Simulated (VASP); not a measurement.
# Ir (Fm-3m) in VASP: notebook

Ir is run at these levels: LDA; tasks: single point.

Program: VASP 6.6.1. These are calculated values, not measurements. Logs are shortened: lines on timing, memory, paths and dates and some standing lists are left out, and cuts for length are marked.

## (1) The cell of the first run

Symmetry: Fm-3m, No. 225, cubic system. The conventional cell has a = 3.812 Å, b = 3.812 Å, c = 3.812 Å, α = 90.00°, β = 90.00°, γ = 90.00°. Ir (site symmetry m-3m) has 12 Ir at 2.70 Å within 3.6 Å.

## (2) Single point, LDA

INCAR reads:

```
SYSTEM = Ir
ALGO = Normal ; EDIFF = 1E-7
ENCUT = 520 ; GGA = CA
ISIF = 2 ; ISMEAR = 1
LASPH = .TRUE. ; LCHARG = .FALSE.
LREAL = .FALSE. ; LWAVE = .FALSE.
NBANDS = 10 ; NELM = 80
PREC = Accurate ; SIGMA = 0.01
```

KPOINTS reads:

```
k-points
0
G
  14 14 14
  0 0 0
```

POSCAR reads:

```
Ir
1.0
    0.0000000000      1.9060927672      1.9060927672
    1.9060927672      0.0000000000      1.9060927672
    1.9060927672      1.9060927672      0.0000000000
Ir
1
Direct
    0.0000000000      0.0000000000      0.0000000000
```

Potentials or basis: VASP PAW LDA potentials, release 64 (Ir).

Launch:

```bash
$ cat potpaw_LDA.64/Ir/POTCAR > POTCAR
$ mpirun -np 1 vasp_std > vasp.out
```

OUTCAR:

```text
SYSTEM = Ir
   EDIFF = 1E-7
   ENCUT = 520
   GGA = CA
   ISIF = 2
   ISMEAR = 1
   LASPH = .TRUE.
   LREAL = .FALSE.
   NELM = 80
   PREC = Accurate

 ion  position               nearest neighbor table
   1  0.000  0.000  0.000-

  LATTYP: Found a face centered cubic cell.
 ALAT       =     3.8121855344

  Lattice vectors:

 A1 = (   0.0000000000,   1.9060927672,   1.9060927672)
 A2 = (   1.9060927672,   0.0000000000,   1.9060927672)
 A3 = (   1.9060927672,   1.9060927672,   0.0000000000)

Analysis of symmetry for initial positions (statically):
=====================================================================
 Subroutine PRICEL returns:
 Original cell was already a primitive cell.

 Routine SETGRP: Setting up the symmetry group for a
 face centered cubic supercell.

 Subroutine GETGRP returns: Found 48 space group operations
 (whereof 48 operations were pure point group operations)
 out of a pool of 48 trial point group operations.

The static configuration has the point symmetry O_h .

Analysis of symmetry for dynamics (positions and initial velocities):
=====================================================================
 Subroutine PRICEL returns:
 Original cell was already a primitive cell.

 Routine SETGRP: Setting up the symmetry group for a
 face centered cubic supercell.

 Subroutine GETGRP returns: Found 48 space group operations
 (whereof 48 operations were pure point group operations)
 out of a pool of 48 trial point group operations.

The dynamic configuration has the point symmetry O_h .

 Subroutine INISYM returns: Found 48 space group operations
 (whereof 48 operations are pure point group operations),
 and found     1 'primitive' translations

----------------------------------------------------------------------------------------

                                     Primitive cell

  volume of cell :      13.8504

  direct lattice vectors                    reciprocal lattice vectors
     0.000000000  1.906092767  1.906092767    -0.262316719  0.262316719  0.262316719
     1.906092767  0.000000000  1.906092767     0.262316719 -0.262316719  0.262316719
     1.906092767  1.906092767  0.000000000     0.262316719  0.262316719 -0.262316719

  length of vectors
     2.695622243  2.695622243  2.695622243     0.454345884  0.454345884  0.454345884

[... 75 lines left out ...]
   LASPH  =      T    aspherical Exc in radial PAW
   ENCUT  =  520.0 eV  38.22 Ry    6.18 a.u.   5.01  5.01  5.01*2*pi/ulx,y,z
   NELM   =     80;   NELMIN=  2; NELMDL= -5     # of ELM steps
   EDIFF  = 0.1E-06   stopping-criterion for ELM
   LREAL  =      F    real-space projection
   EDIFFG = 0.1E-05   stopping-criterion for IOM
   NSW    =      0    number of steps for IOM
   IBRION =     -1    ionic relax: 0-MD 1-quasi-New 2-CG
   NFREE  =      0    steps in history (QN), initial steepest desc. (CG)
   ISIF   =      2    stress and relaxation
   ISYM   =      2    0-nonsym 1-usesym 2-fastsym
   POTIM  = 0.5000    time-step for ionic-motion
   TEBEG  =    0.0;   TEEND  =   0.0 temperature during run
   PSTRESS=    0.0 pullay stress
   NELECT =       9.0000    total number of electrons
   NUPDOWN=      -1.0000    fix difference up-down
   EMIN   =  10.00;   EMAX   =-10.00  energy-range for DOS
   EFERMI =   0.00;   METHOD = LEGACY
   ISMEAR =     1;   SIGMA  =   0.01  broadening in eV -4-tet -1-fermi 0-gaus
   EFERMI_NEDOS =   21; number of points for ismear=-14 and -15
   IALGO  =     38    algorithm
   IMIX   =      4    mixing-type and parameters
     AMIX     =   0.40;   BMIX     =  1.00
     AMIX_MAG =   1.60;   BMIX_MAG =  1.00
  volume/ion in A,a.u.               =      13.85        93.47
  Fermi-wavevector in a.u.,A,eV,Ry     =   1.417974  2.679583 27.356562  2.010651
  Thomas-Fermi vector in A             =   2.539148
   LORBIT       =      0    0 simple, 1 ext, 2 COOP (PROOUT), +10 PAW based schemes
   GGA     = CA    functional components
   LHFCALC =     F    Hartree Fock is set to
   AEXX    =    0.0000 exact exchange contribution
   IVDW    =     0    specifies the selected vdW correction
   LEPSILON=     F    determine dielectric tensor
   LRPA    =     F    only Hartree local field effects (RPA)
 non-spin polarized calculation
 Methfessel and Paxton  Order N= 1 SIGMA  =   0.01
  energy-cutoff  :      520.00
  volume of cell :       13.85
 maximum number of plane-waves:       388
   NGX =  9   NGY =  9   NGZ =  9

 number of electron       9.0000001 magnetization

 Free energy of the ion-electron system (eV)
  ---------------------------------------------------
  ext. energy  EPLUGINS =         0.00000000
  ---------------------------------------------------
  free energy    TOTEN  =       -10.31243928 eV

  energy without entropy =      -10.31235891  energy(sigma->0) =      -10.31241249

 E-fermi :  10.5674     XC(G=0): -14.2623

 val. band max:       10.5649364003   @ k =   0.4286   0.2857   0.0714
 cond. band min:      10.5677430809   @ k =   0.4286   0.3571   0.0714
 fundamental gap:      0.0028066806
 Fermi energy:        10.5674143821

 k-point     1 :       0.0000    0.0000    0.0000
  band No.  band energies     occupation
      1      -0.6470      2.00000
      2       6.6419      2.00000
      3       6.6419      2.00000
      4       6.6419      2.00000
      5       9.4611      2.00000
      6       9.4611      2.00000
      7      24.9866      0.00000
      8      30.6537      0.00000
      9      30.6537      0.00000
     10      30.6537      0.00000
[... 287 lines left out ...]
 k-point    24 :       0.2857    0.1429    0.0000
  band No.  band energies     occupation
      1       2.1483      2.00000
      2       5.2602      2.00000
      3       7.0380      2.00000
      4       7.8034      2.00000
      5       9.2038      2.00000
      6      10.4382      2.00000
      7      25.7614      0.00000
      8      28.6863      0.00000
      9      30.9192      0.00000
     10      31.8583      0.00000

 [... further k-points ...]
[... 5 lines left out ...]
  --------------------------------------------------------------------------------------
  -------------------------------------------------------------------------------------
  Total        0.2094230      0.2094230      0.2094230      0.0000000      0.0000000      0.0000000
  in kB       24.2255120     24.2255120     24.2255120      0.0000000      0.0000000      0.0000000
  external PRESSURE =      24.2255120 kB  Pullay stress =       0.0000000 kB

 VOLUME and BASIS-vectors are now :
 -----------------------------------------------------------------------------
  energy-cutoff  :      520.00
  volume of cell :       13.85
      direct lattice vectors                 reciprocal lattice vectors
     0.000000000  1.906092767  1.906092767    -0.262316719  0.262316719  0.262316719
     1.906092767  0.000000000  1.906092767     0.262316719 -0.262316719  0.262316719
     1.906092767  1.906092767  0.000000000     0.262316719  0.262316719 -0.262316719

 POSITION                                       TOTAL-FORCE (eV/Angst)
 -----------------------------------------------------------------------------------
      0.00000      0.00000      0.00000         0.000000      0.000000      0.000000
 -----------------------------------------------------------------------------------
    total drift:                                0.000000      0.000000     -0.000000

  FREE ENERGIE OF THE ION-ELECTRON SYSTEM (eV)
  ---------------------------------------------------
  free  energy   TOTEN  =       -10.3124392757 eV

  energy  without entropy=      -10.3123589057  energy(sigma->0) =      -10.31241249
```

OSZICAR:

```text
N       E                     dE             d eps       ncg     rms          rms(c)
DAV:   1     0.466243884646E+02    0.46624E+02   -0.42887E+03  2096   0.825E+02
DAV:   2    -0.100409952646E+02   -0.56665E+02   -0.53961E+02  2128   0.199E+02
DAV:   3    -0.109197804433E+02   -0.87879E+00   -0.87150E+00  2492   0.302E+01
DAV:   4    -0.109282899064E+02   -0.85095E-02   -0.85078E-02  2390   0.268E+00
DAV:   5    -0.109284745767E+02   -0.18467E-03   -0.18467E-03  2354   0.378E-01    0.166E+01
DAV:   6    -0.104143566157E+02    0.51412E+00   -0.88782E-01  2346   0.117E+01    0.663E+00
DAV:   7    -0.103199441252E+02    0.94412E-01   -0.25886E-01  2564   0.570E+00    0.154E+00
DAV:   8    -0.103193950162E+02    0.54911E-03   -0.16639E-03  2246   0.384E-01    0.147E+00
DAV:   9    -0.103125613864E+02    0.68336E-02   -0.31954E-03  2298   0.859E-01    0.134E-01
DAV:  10    -0.103124360891E+02    0.12530E-03   -0.85168E-05  2822   0.130E-01    0.648E-02
DAV:  11    -0.103124392419E+02   -0.31529E-05   -0.33456E-06  2280   0.189E-02    0.286E-03
DAV:  12    -0.103124392757E+02   -0.33794E-07   -0.72885E-08  2054   0.246E-03
   1 F= -.10312439E+02 E0= -.10312412E+02  d E =-.803700E-04
```

Run time: 12 s. Hardware: 1 thread of Intel Xeon 6975P-C, shared host; peak memory 0.13 GiB.

Results:

```
Free energy : -10.3124 eV
Pressure    : 2.4 GPa
```

Caveat: spin-orbit coupling is left out, which moves the levels of the heavy elements.

[end of part 1 of 2]
